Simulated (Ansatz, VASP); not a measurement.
Two plane-wave programs on Si

```xyz
2
Lattice="0.0000 2.7221 2.7221 2.7221 0.0000 2.7221 2.7221 2.7221 0.0000" Properties=species:S:1:pos:R:3 pbc="T T T"
Si    0.0000    0.0000    0.0000
Si    1.3611    1.3611    1.3611
```

Alike in both runs: task single point; functional PBEsol; k mesh 6 × 6 × 6; no spin polarisation.

|  | VASP | Ansatz |
| --- | --- | --- |
| version | VASP 6.6.1 | Ansatz 0.2.0 |
| potentials or method | VASP PAW PBE potentials, release 64 (Si) | plane waves |
| plane-wave cutoff (eV) | 500 | 420 |
| occupations | gaussian, width 0.01 eV | fixed |
| valence electrons in the cell | 8 | 8 |

Ansatz gave:

* gap on the k mesh at the Fermi level (eV): 0.60
* pressure (GPa): -0.5

Problem. What did VASP give for the same quantities?

Solution. gap on the k mesh at the Fermi level (eV): 0.60; pressure (GPa): -0.4.

VASP's potentials were made for PBE, not for PBEsol.
